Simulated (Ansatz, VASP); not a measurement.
# MgAu: VASP beside Ansatz

File INCAR:

```
PREC = Accurate
ENCUT = 520
EDIFF = 1E-8
ISMEAR = -1
SIGMA = 0.05
LREAL = False
LASPH = True
NELM = 100
ALGO = Normal
ISIF = 2
LWAVE = False
LCHARG = False
GGA = CA
LEFG = True
NBANDS = 14
```

Contents of KPOINTS:

```
Automatic mesh
0
Gamma
  13 13 13
```

POSCAR

```
MgAu
1.0
    3.2149540601      0.0000000000      0.0000000000
    0.0000000000      3.2149540601      0.0000000000
    0.0000000000      0.0000000000      3.2149540601
Mg Au
1 1
Direct
    0.5000000000      0.5000000000      0.5000000000
    0.0000000000      0.0000000000      0.0000000000
```

Input for Ansatz:

```yaml
crystal:
  lattice:
    - [3.2149540601, 0.0, 0.0]
    - [0.0, 3.2149540601, 0.0]
    - [0.0, 0.0, 3.2149540601]
  atoms:
    - { symbol: Mg, position: [0.5, 0.5, 0.5] }
    - { symbol: Au, position: [0.0, 0.0, 0.0] }
kpoints:
  mp_grid: { grid: [13, 13, 13] }
scf:
  occupations: { method: fermi_dirac, width: 0.05 }
hamiltonian:
  xc: lda
  pseudopotentials: { kind: paw }
output:
  forces: true
  stress: true
  eigenvalues: true
  efg: { contact_densities: true }
```

Change from the starting cell: volume scaled by 0.96, PAW files.

Alike in both runs: task electric field gradients; functional LDA; k mesh 13 × 13 × 13; occupations fermi-dirac, width 0.05 eV; no spin polarisation.

```csv
,VASP,Ansatz
version,VASP 6.6.1,Ansatz 0.2.0
potentials or method,"VASP PAW LDA potentials, release 64 (Mg, Au)","PAW with Ansatz's default frozen-core files, scalar-relativistic"
plane-wave cutoff (eV),520,420
valence electrons in the cell,13,29
```

Ansatz gave:

| Item | Value |
| --- | --- |
| pressure (GPa) | 0.3 |

Which values does VASP return?

Pressure (GPa): -0.1.

LDA's correlation is that of Perdew and Zunger in VASP and of Perdew and Wang (1992) in Ansatz. VASP's potentials hold 13 valence electrons a cell and Ansatz's 29, so a difference there can come from the potentials and not from the codes.

Neither program's run includes spin-orbit coupling.
